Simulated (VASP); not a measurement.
# SiAs3 (I4/mmm) in VASP: single point with PBE

Aim: the single point of SiAs3 with PBE.

Program: VASP 6.6.1. These are calculated values, not measurements. Logs are shortened: lines on timing, memory, paths and dates and some standing lists are left out, and cuts for length are marked.

**1. The cell of the first run**

The typed cell holds 4 atoms: a = 4.682 Å, b = 4.682 Å, c = 4.682 Å, α = 120.03°, β = 120.03°, γ = 89.94°.

**2. Single point, PBE**

INCAR reads:

```
SYSTEM = SiAs3
PREC = Accurate
ENCUT = 520
EDIFF = 1E-7
ISMEAR = 0
SIGMA = 0.1
LREAL = .FALSE.
LASPH = .TRUE.
NELM = 80
ALGO = Normal
ISIF = 2
LWAVE = .FALSE.
LCHARG = .FALSE.
GGA = PE
NBANDS = 18
```

KPOINTS reads:

```
regular mesh
0
G
  16 16 16
  0 0 0
```

POSCAR reads:

```
SiAs3
1.0
   -2.3396884701      2.3396884701      3.3120314943
    2.3396884701     -2.3396884701      3.3120314943
    2.3396884701      2.3396884701     -3.3120314943
Si As
1 3
Direct
    0.0000000000      0.0000000000      0.0000000000
    0.7500000000      0.2500000000      0.5000000000
    0.2500000000      0.7500000000      0.5000000000
    0.5000000000      0.5000000000      0.0000000000
```

Potentials or basis: VASP PAW PBE potentials, release 64 (Si, As).

Started as:

```console
$ cat potpaw_PBE.64/Si/POTCAR potpaw_PBE.64/As/POTCAR > POTCAR
$ mpirun -np 1 vasp_std > vasp.out
```

OUTCAR:

```text
SYSTEM = SiAs3
   PREC = Accurate
   ENCUT = 520
   EDIFF = 1E-7
   ISMEAR = 0
   LREAL = .FALSE.
   LASPH = .TRUE.
   NELM = 80
   ISIF = 2
   GGA = PE

 ion  position               nearest neighbor table
   1  0.000  0.000  0.000-   2 2.87   3 2.87   2 2.87   3 2.87   2 2.87   3 2.87   2 2.87   3 2.87

   2  0.750  0.250  0.500-   4 2.87   1 2.87   1 2.87   4 2.87   1 2.87   4 2.87   4 2.87   1 2.87

   3  0.250  0.750  0.500-   1 2.87   4 2.87   1 2.87   4 2.87   1 2.87   4 2.87   1 2.87   4 2.87

   4  0.500  0.500  0.000-   3 2.87   2 2.87   2 2.87   3 2.87   2 2.87   3 2.87   3 2.87   2 2.87

  LATTYP: Found a body centered tetragonal cell.
 ALAT       =     4.6793769402
 C/A-ratio  =     1.4155865350

  Lattice vectors:

 A1 = (  -2.3396884701,   2.3396884701,   3.3120314943)
 A2 = (   2.3396884701,  -2.3396884701,   3.3120314943)
 A3 = (   2.3396884701,   2.3396884701,  -3.3120314943)

Analysis of symmetry for initial positions (statically):
=====================================================================
 Subroutine PRICEL returns:
 Original cell was already a primitive cell.

 Routine SETGRP: Setting up the symmetry group for a
 body centered tetragonal supercell.

 Subroutine GETGRP returns: Found 16 space group operations
 (whereof 16 operations were pure point group operations)
 out of a pool of 16 trial point group operations.

The static configuration has the point symmetry D_4h.

Analysis of symmetry for dynamics (positions and initial velocities):
=====================================================================
 Subroutine PRICEL returns:
 Original cell was already a primitive cell.

 Routine SETGRP: Setting up the symmetry group for a
 body centered tetragonal supercell.

 Subroutine GETGRP returns: Found 16 space group operations
 (whereof 16 operations were pure point group operations)
 out of a pool of 16 trial point group operations.

The dynamic configuration has the point symmetry D_4h.

 Subroutine INISYM returns: Found 16 space group operations
 (whereof 16 operations are pure point group operations),
 and found     1 'primitive' translations

----------------------------------------------------------------------------------------

                                     Primitive cell

  volume of cell :      72.5221

  direct lattice vectors                    reciprocal lattice vectors
    -2.339688470  2.339688470  3.312031494     0.000000000  0.213703665  0.150964748
     2.339688470 -2.339688470  3.312031494     0.213703665  0.000000000  0.150964748
     2.339688470  2.339688470 -3.312031494     0.213703665  0.213703665  0.000000000

  length of vectors
     4.681648950  4.681648950  4.681648950     0.261647877  0.261647877  0.302222621

  position of ions in fractional coordinates (direct lattice)
     0.000000000  0.000000000  0.000000000
     0.750000000  0.250000000  0.500000000
     0.250000000  0.750000000  0.500000000
     0.500000000  0.500000000  0.000000000

  ion indices of the primitive-cell ions
   primitive index   ion index
                 1           1
                 2           2
                 3           3
                 4           4

----------------------------------------------------------------------------------------

 KPOINTS: regular mesh

Automatic generation of k-mesh.
 Grid dimensions read from file:
 generate k-points for:   16   16   16

 Generating k-lattice:

  Cartesian coordinates                     Fractional coordinates (reciprocal lattice)
     0.000000000  0.013356479  0.009435297     0.062500000 -0.000000000  0.000000000
     0.013356479  0.000000000  0.009435297    -0.000000000  0.062500000  0.000000000
     0.013356479  0.013356479  0.000000000     0.000000000  0.000000000  0.062500000

  Length of vectors
     0.016352992  0.016352992  0.018888914

  Shift w.r.t. Gamma in fractional coordinates (k-lattice)
     0.000000000  0.000000000  0.000000000

 Subroutine IBZKPT returns following result:
 ===========================================

 Found    349 irreducible k-points:

 Following reciprocal coordinates:
            Coordinates               Weight
  0.000000  0.000000  0.000000      1.000000
  0.062500  0.000000  0.000000      8.000000
  0.125000  0.000000  0.000000      8.000000
  0.187500 -0.000000  0.000000      8.000000
  0.250000  0.000000  0.000000      8.000000
  0.312500  0.000000  0.000000      8.000000
[... 16 lines left out ...]
 -0.125000  0.062500  0.000000     16.000000
 -0.062500  0.062500  0.000000      4.000000
 [... further k-points ...]
   k-points           NKPTS =    349   k-points in BZ     NKDIM =    349   number of bands    NBANDS=     18
   number of dos      NEDOS =    301   number of ions     NIONS =      4
   total plane-waves  NPLWV =  46656
   dimension x,y,z NGX =    36 NGY =   36 NGZ =   36
   dimension x,y,z NGXF=    72 NGYF=   72 NGZF=   72
   ions per type =               1   3
   NGX,Y,Z   is equivalent  to a cutoff of  12.78, 12.78, 12.78 a.u.
   NGXF,Y,Z  is equivalent  to a cutoff of  25.57, 25.57, 25.57 a.u.
 SYSTEM =  SiAs3
   PREC   = accura    normal or accurate (medium, high low for compatibility)
   ISTART =      0    job   : 0-new  1-cont  2-samecut
   ICHARG =      2    charge: 1-file 2-atom 10-const
   ISPIN  =      1    spin polarized calculation?
   LNONCOLLINEAR =      F non collinear calculations
   LSORBIT =      F    spin-orbit coupling
   LASPH  =      T    aspherical Exc in radial PAW
   ENCUT  =  520.0 eV  38.22 Ry    6.18 a.u.   8.70  8.70  8.70*2*pi/ulx,y,z
   NELM   =     80;   NELMIN=  2; NELMDL= -5     # of ELM steps
   EDIFF  = 0.1E-06   stopping-criterion for ELM
   LREAL  =      F    real-space projection
   EDIFFG = 0.1E-05   stopping-criterion for IOM
   NSW    =      0    number of steps for IOM
   IBRION =     -1    ionic relax: 0-MD 1-quasi-New 2-CG
   NFREE  =      0    steps in history (QN), initial steepest desc. (CG)
   ISIF   =      2    stress and relaxation
   ISYM   =      2    0-nonsym 1-usesym 2-fastsym
   POTIM  = 0.5000    time-step for ionic-motion
   TEBEG  =    0.0;   TEEND  =   0.0 temperature during run
   PSTRESS=    0.0 pullay stress
   NELECT =      19.0000    total number of electrons
   NUPDOWN=      -1.0000    fix difference up-down
   EMIN   =  10.00;   EMAX   =-10.00  energy-range for DOS
   EFERMI =   0.00;   METHOD = LEGACY
   ISMEAR =     0;   SIGMA  =   0.10  broadening in eV -4-tet -1-fermi 0-gaus
   EFERMI_NEDOS =   21; number of points for ismear=-14 and -15
   IALGO  =     38    algorithm
   IMIX   =      4    mixing-type and parameters
     AMIX     =   0.40;   BMIX     =  1.00
     AMIX_MAG =   1.60;   BMIX_MAG =  1.00
  volume/ion in A,a.u.               =      18.13       122.35
  Fermi-wavevector in a.u.,A,eV,Ry     =   1.047537  1.979557 14.930120  1.097333
  Thomas-Fermi vector in A             =   2.182421
   LORBIT       =      0    0 simple, 1 ext, 2 COOP (PROOUT), +10 PAW based schemes
   GGA     = PE    functional components
   LHFCALC =     F    Hartree Fock is set to
   AEXX    =    0.0000 exact exchange contribution
   IVDW    =     0    specifies the selected vdW correction
   LEPSILON=     F    determine dielectric tensor
   LRPA    =     F    only Hartree local field effects (RPA)
 non-spin polarized calculation
 Gauss-broadening in eV      SIGMA  =   0.10
  energy-cutoff  :      520.00
  volume of cell :       72.52
 maximum number of plane-waves:      1980
   NGX = 17   NGY = 17   NGZ = 17

 number of electron      18.9999999 magnetization

 Free energy of the ion-electron system (eV)
  ---------------------------------------------------
  ext. energy  EPLUGINS =         0.00000000
  ---------------------------------------------------
  free energy    TOTEN  =       -17.43322177 eV

  energy without entropy =      -17.42002443  energy(sigma->0) =      -17.42662310

 E-fermi :   7.1097     XC(G=0): -10.8184

 val. band max:        7.1090018284   @ k =  -0.1250   0.1875   0.1250
 cond. band min:       7.1103606771   @ k =  -0.3750   0.4375   0.3750
 fundamental gap:      0.0013588487
 Fermi energy:         7.1096619235

 k-point     1 :       0.0000    0.0000    0.0000
  band No.  band energies     occupation
      1      -7.8509      2.00000
      2      -1.8714      2.00000
      3      -0.7257      2.00000
      4       3.2779      2.00000
      5       3.6943      2.00000
      6       3.6943      2.00000
[... 10 lines left out ...]
     17      14.0943      0.00000
     18      14.0943      0.00000

 k-point     2 :       0.0625    0.0000    0.0000
  band No.  band energies     occupation
      1      -7.8140      2.00000
      2      -1.9311      2.00000
      3      -0.8068      2.00000
      4       3.0083      2.00000
      5       3.2929      2.00000
      6       3.4856      2.00000
[... 10 lines left out ...]
     17      14.0266      0.00000
     18      14.0289      0.00000

 k-point     3 :       0.1250    0.0000    0.0000
  band No.  band energies     occupation
      1      -7.7036      2.00000
      2      -2.1176      2.00000
      3      -1.0321      2.00000
      4       2.4324      2.00000
      5       3.1522      2.00000
      6       3.2117      2.00000
[... 10 lines left out ...]
     17      13.8190      0.00000
     18      13.8193      0.00000

 k-point     4 :       0.1875   -0.0000    0.0000
  band No.  band energies     occupation
      1      -7.5205      2.00000
      2      -2.4601      2.00000
      3      -1.3136      2.00000
      4       1.8965      2.00000
      5       2.9899      2.00000
      6       2.9906      2.00000
[... 375 lines left out ...]
      4       1.9210      2.00000
      5       2.5695      2.00000
      6       3.0060      2.00000
[... 10 lines left out ...]
     17      13.2676      0.00000
     18      13.7052      0.00000

 k-point    23 :      -0.1250    0.0625    0.0000
  band No.  band energies     occupation
      1      -7.7157      2.00000
      2      -2.0804      2.00000
      3      -1.0093      2.00000
      4       2.4804      2.00000
      5       2.8148      2.00000
      6       2.9460      2.00000
[... 10 lines left out ...]
     17      13.6673      0.00000
     18      13.8648      0.00000

 k-point    24 :      -0.0625    0.0625    0.0000
  band No.  band energies     occupation
      1      -7.8017      2.00000
      2      -1.9477      2.00000
      3      -0.8315      2.00000
      4       2.9847      2.00000
      5       3.1245      2.00000
      6       3.1269      2.00000
[... 10 lines left out ...]
     17      13.9091      0.00000
     18      13.9150      0.00000

 [... further k-points ...]
[... 5 lines left out ...]
  --------------------------------------------------------------------------------------
  -------------------------------------------------------------------------------------
  Total        0.0499361      0.0499361      0.0359896      0.0000000     -0.0000000      0.0000000
  in kB        1.1032007      1.1032007      0.7950913      0.0000000     -0.0000000      0.0000000
  external PRESSURE =       1.0004976 kB  Pullay stress =       0.0000000 kB

 VOLUME and BASIS-vectors are now :
 -----------------------------------------------------------------------------
  energy-cutoff  :      520.00
  volume of cell :       72.52
      direct lattice vectors                 reciprocal lattice vectors
    -2.339688470  2.339688470  3.312031494     0.000000000  0.213703665  0.150964748
     2.339688470 -2.339688470  3.312031494     0.213703665  0.000000000  0.150964748
     2.339688470  2.339688470 -3.312031494     0.213703665  0.213703665  0.000000000

 POSITION                                       TOTAL-FORCE (eV/Angst)
 -----------------------------------------------------------------------------------
      0.00000      0.00000      0.00000         0.000000      0.000000      0.000000
      0.00000      2.33969      1.65602        -0.000000      0.000000     -0.000000
      2.33969      0.00000      1.65602         0.000000     -0.000000      0.000000
      0.00000      0.00000      3.31203         0.000000      0.000000      0.000000
 -----------------------------------------------------------------------------------
    total drift:                               -0.000000      0.000000      0.000000

  FREE ENERGIE OF THE ION-ELECTRON SYSTEM (eV)
  ---------------------------------------------------
  free  energy   TOTEN  =       -17.4332217719 eV

  energy  without entropy=      -17.4200244250  energy(sigma->0) =      -17.42662310
```

It took 7.3 min on 1 thread of Oxide Virtual Turin-like, shared host; peak memory 0.47 GiB.

Results:

| Property | Result |
| --- | --- |
| Free energy | -17.4332 eV |
| Pressure | 0.1 GPa |

Levels at points of the mesh, in eV from the Fermi level:
| k point | band 7 | band 8 | band 9 | band 10 | band 11 | band 12 | band 13 | band 14 |
| --- | --- | --- | --- | --- | --- | --- | --- | --- |
| (0.00, 0.00, 0.00) | -3.41 | -3.03 | -3.03 | -3.03 | -1.69 | -1.67 | -1.67 | 3.39 |
| (0.50, 0.00, 0.00) | -3.76 | -3.76 | -0.63 | -0.41 | 1.91 | 1.92 | 2.78 | 2.79 |
| (0.50, 0.50, 0.00) | 0.39 | 0.84 | 0.85 | 1.05 | 1.58 | 1.60 | 2.19 | 3.29 |
| (0.50, 0.50, 0.50) | 0.40 | 0.85 | 0.85 | 1.07 | 1.60 | 1.60 | 2.18 | 3.28 |
